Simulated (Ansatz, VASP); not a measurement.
One calculation of Al4CoNi3, two programs

INCAR

```
SYSTEM = Al4CoNi3
PREC = Accurate
ENCUT = 520
EDIFF = 1E-6
ISMEAR = 0
SIGMA = 0.1
LREAL = .FALSE.
LASPH = .TRUE.
NELM = 150
ALGO = Normal
ISIF = 2
LWAVE = .FALSE.
LCHARG = .FALSE.
ISPIN = 2
MAGMOM = 0 0 0 0 3 2 2 2
LORBIT = 11
LMAXMIX = 4
GGA = PE
NBANDS = 40
```

The input KPOINTS:

```
Automatic mesh
0
G
  4 4 4
  0 0 0
```

POSCAR

```
Al4CoNi3
1.0
    4.1773183500      0.0000000000      0.0000000000
    0.0000000000      4.1773183500      0.0000000000
    0.0000000000      0.0000000000      5.9076202700
Al Co Ni
4 1 3
Direct
    0.5000000000      0.0000000000      0.7500000000
    0.5000000000      0.0000000000      0.2500000000
    0.0000000000      0.5000000000      0.7500000000
    0.0000000000      0.5000000000      0.2500000000
    0.5000000000      0.5000000000      0.0000000000
    0.0000000000      0.0000000000      0.5000000000
    0.0000000000      0.0000000000      0.0000000000
    0.5000000000      0.5000000000      0.5000000000
```

Input for Ansatz:

```yaml
crystal:
  lattice:
    - [4.17731835, 0.0, 0.0]
    - [0.0, 4.17731835, 0.0]
    - [0.0, 0.0, 5.90762027]
  atoms:
    - { symbol: Al, position: [0.5, 0.0, 0.75] }
    - { symbol: Al, position: [0.5, 0.0, 0.25] }
    - { symbol: Al, position: [0.0, 0.5, 0.75] }
    - { symbol: Al, position: [0.0, 0.5, 0.25] }
    - { symbol: Co, position: [0.5, 0.5, 0.0], spin: 3.0 }
    - { symbol: Ni, position: [0.0, 0.0, 0.5], spin: 2.0 }
    - { symbol: Ni, position: [0.0, 0.0, 0.0], spin: 2.0 }
    - { symbol: Ni, position: [0.5, 0.5, 0.5], spin: 2.0 }
basis:
  ecutwfc: 420
kpoints:
  mp_grid: { grid: [4, 4, 4] }
hamiltonian:
  xc: pbe
scf:
  occupations: { method: gaussian, width: 0.1 }
  lower_state_search: "off"
output:
  forces: true
  stress: true
  eigenvalues: true
  populations: true
magnetization:
  spin_polarized: true
```

Alike in both runs: task single point; functional PBE; k mesh 4 × 4 × 4; occupations gaussian, width 0.1 eV; collinear spin.

```csv
,VASP,Ansatz
version,VASP 6.6.1,Ansatz 0.2.0
potentials or method,"VASP PAW PBE potentials, release 64 (Al, Co, Ni), cutoff 520 eV","scalar-relativistic, plane waves, PAW"
valence electrons in the cell,51,83
```

|  | VASP | Ansatz | Ansatz less VASP |
| --- | --- | --- | --- |
| gap on the k mesh at the Fermi level (eV) | none | none | - |
| pressure (GPa) | -9.2 | -9.3 | -0.12 |
| traceless stress, the component that is largest in VASP (GPa) | -0.64 | -0.64 | +0.005 |
| rms of the force components (eV/Å) | 0.033 | 0.033 | -0.0003 |
| net moment per atom (μB) | 0.21 | 0.21 | +0.001 |
| size of the moment on the site where the two differ most (μB) | 0.29 | 0.30 | +0.016 |

Site moments also hang on the region over which each program counts them. Atom by atom the forces differ by 0.000 eV/Å (rms over components). A gap of «none» marks a metal or a gap that the smearing closes. VASP's potentials hold 51 valence electrons a cell and Ansatz's 83, so a difference there can come from the potentials and not from the codes.

The k mesh is coarse, so the values compare programs but aren't converged.
